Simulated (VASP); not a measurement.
Crystal: Ge.

```
Ge
1.0
     6.40776    0.00000    0.00000
    -3.20388    5.54928    0.00000
     0.00000    0.00000    5.47767
Ge
9
Direct
  0.76400 0.28765 0.59769
  0.71235 0.47635 0.26436
  0.52365 0.23600 0.93102
  0.28765 0.76400 0.40231
  0.47635 0.71235 0.73564
  0.23600 0.52365 0.06898
  0.87097 0.00000 0.66667
  0.00000 0.87097 0.33333
  0.12903 0.12903 0.00000
```

The cell was generated, and may not be a known phase.

```yaml
Program: VASP 6.6.1
Task: relaxation of cell and atoms
Functional: PBE
Potentials_or_basis: VASP PAW PBE potentials, release 64 (Ge_d)
Cutoff: 600 eV
k_mesh: 3 × 3 × 4
Occupations: gaussian, width 0.1 eV
Spin: no spin polarisation
```

At the start: pressure 15.7 GPa; volume 21.64 Å³/atom.

Where does the relaxation end?

Over 22 steps the energy falls by 285.9 meV/atom and the volume is 23.40 Å³/atom (+8.1 %); space group P3_221 (No. 154, to 0.1 Å) before and after.

The path:
```tsv
step	energy change (eV)	largest force (eV/Å)	pressure (GPa)	volume (Å³)
1	0.0000	1.0188	15.68	194.78
2	-1.8002	0.3767	-3.09	260.74
3	-1.9995	0.3093	0.02	240.42
4	-1.9997	0.2929	-0.38	242.01
5	-2.0525	0.3290	-0.34	241.25
6	-2.1288	0.4498	-0.58	239.38
7	-2.0558	1.1831	0.00	235.18
8	-2.1389	0.5815	-0.46	238.33
9	-2.1663	0.5539	-0.39	237.48
10	-2.2345	0.4789	-0.38	234.93
11	-2.3175	0.3772	-0.01	229.79
12	-2.3939	0.3619	0.77	219.40
13	-2.3852	0.4640	3.11	198.34
14	-2.4464	0.4125	1.59	211.64
15	-2.4574	0.4427	2.17	205.00
16	-2.5152	0.2198	-0.28	209.63
17	-2.5191	0.2630	0.24	208.64
18	-2.5331	0.2029	0.17	209.13
19	-2.5576	0.1207	-0.02	210.44
20	-2.5409	0.3059	-0.35	213.03
21	-2.5621	0.1169	-0.16	211.25
22	-2.5729	0.0345	-0.08	210.58
```

Final structure:
```
Ge
1.0
     6.01404    0.00000    0.00000
    -3.00702    5.20831    0.00000
     0.00000    0.00000    6.72296
Ge
9
Direct
  0.80308 0.36830 0.56281
  0.63170 0.43478 0.22948
  0.56522 0.19692 0.89615
  0.36830 0.80308 0.43719
  0.43478 0.63170 0.77052
  0.19692 0.56522 0.10385
  0.88354 0.00000 0.66667
  0.00000 0.88354 0.33333
  0.11646 0.11646 0.00000
```

Caveat: the k points lie up to 0.40 Å⁻¹ apart in the final cell, too coarse for converged energies and pressures of a metal; a cell axis changed by over 15 % at a fixed basis, so the end point is rough.
